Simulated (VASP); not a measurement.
Input of a VASP 6.6.1 run:

Contents of INCAR:

```
PREC     = Accurate       # precision mode
ENCUT    = 750            # plane-wave cutoff, eV
EDIFF    = 1E-6           # SCF threshold, eV
ISMEAR   = 0              # smearing method
SIGMA    = 0.05           # smearing width, eV
LREAL    = Auto         
LASPH    = T              # aspherical terms in the spheres
NELM     = 120            # most SCF steps
ALGO     = Normal         # electronic algorithm
ISIF     = 2              # what is computed and relaxed
LWAVE    = F              # write WAVECAR
LCHARG   = F              # write CHGCAR
GGA      = PE             # functional
NBANDS   = 83             # bands
GGA_COMPAT= F
```

The input KPOINTS:

```
Automatic mesh
0
Gamma
  2 2 2
```

File POSCAR:

```
Mg9O8
1.0
    0.0000000000      4.0260000000      4.0260000000
    4.0260000000      0.0000000000      4.0260000000
    4.0260000000      4.0260000000      0.0000000000
Mg O
9 8
Direct
   -0.0051736215     -0.0063646299      0.0183735718
   -0.0034737953     -0.0195470691      0.5310761302
    0.0278309737      0.4764072280      0.0205125435
   -0.0088782911      0.4915832091      0.5290345256
    0.4734108296      0.0225347740      0.0328827620
    0.4940869349     -0.0192496274      0.5311795827
    0.4774343020      0.4764812469      0.0203240189
    0.5884371585      0.5889451068      0.2358410333
    0.4581510184      0.4274562842      0.6580380030
    0.2351058122      0.2355427223      0.2965012419
    0.2286418281      0.2214612519      0.7899863388
    0.2188528316      0.7618575509      0.2535132886
    0.2307486339      0.7516356185      0.7891721311
    0.7617169647      0.2146742424      0.2645348982
    0.7621240686      0.2217922255      0.7894976403
    0.7677619225      0.7611595877      0.2543175609
    0.7324749131      0.7296487829      0.8076616990
```

Potentials or basis: VASP PAW PBE potentials, release 64 (Mg_sv, O).

The run is started by

```sh
$ cat potpaw_PBE.64/Mg_sv/POTCAR potpaw_PBE.64/O/POTCAR > POTCAR
$ mpirun -np 1 vasp_std > vasp.out
```

Q: What does it give for the largest force?

A: 0.631 eV/Å.

Q: Predict the pressure.

A: 86.9 GPa.

Stress tensor (GPa, compression positive):
```
83.40  3.87 -3.86
 3.87 88.67 -4.86
-3.86 -4.86 88.48
```

Caveat: the k points lie up to 0.68 Å⁻¹ apart.
